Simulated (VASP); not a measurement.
Here is a VASP 6.6.1 calculation.

Contents of POSCAR:

```
In2O3
1.0
    3.4198147543      0.0000000000      0.0000000000
   -1.7099073772      2.9616464535      0.0000000000
    0.0000000000      0.0000000000      6.0963728731
In O
2 3
Direct
    0.3333333333      0.6666666667      0.2370774608
    0.6666666667      0.3333333333      0.7629225392
    0.0000000000      0.0000000000      0.0000000000
    0.3333333333      0.6666666667      0.6542361063
    0.6666666667      0.3333333333      0.3457638937
```

The input INCAR.step1:

```
ALGO = Normal
EDIFF = 1E-4
ENCUT = 520
GGA = PE
ISMEAR = 0
LASPH = T
LCHARG = F
LREAL = F
LWAVE = T
NBANDS = 30
NELM = 60
PREC = Accurate
SIGMA = 0.01
```

Contents of INCAR.step2:

```
ALGO = Normal
EDIFF = 1E-7
ENCUT = 520
ISIF = 2
ISMEAR = 0
ISTART = 1
LASPH = T
LCHARG = T
LELF = T
LMIXTAU = T
LREAL = F
LVHAR = T
LWAVE = F
METAGGA = R2SCAN
NBANDS = 30
NELM = 60
PREC = Accurate
SIGMA = 0.01
```

Contents of KPOINTS:

```
k-points
0
Gamma
  12 12 4
```

Potentials or basis: VASP PAW PBE potentials, release 64 (In_d, O).

Launch:

```sh
$ cat potpaw_PBE.64/In_d/POTCAR potpaw_PBE.64/O/POTCAR > POTCAR
$ cp INCAR.step1 INCAR
$ mpirun -np 1 vasp_std > vasp.out
$ cp INCAR.step2 INCAR
$ mpirun -np 1 vasp_std > vasp.out
```

(1) Estimate the pressure.

(2) What does it give for the largest force?

(3) Predict the band gap on the k mesh.

Results:

(1) 1.0 GPa.

(2) 0.023 eV/Å.

(3) 1.30 eV, indirect (least direct gap 1.32 eV).

Caveat: the PAW data sets were made with another functional, which shifts forces and pressure a little; spin-orbit coupling is left out, which moves the levels of the heavy elements.
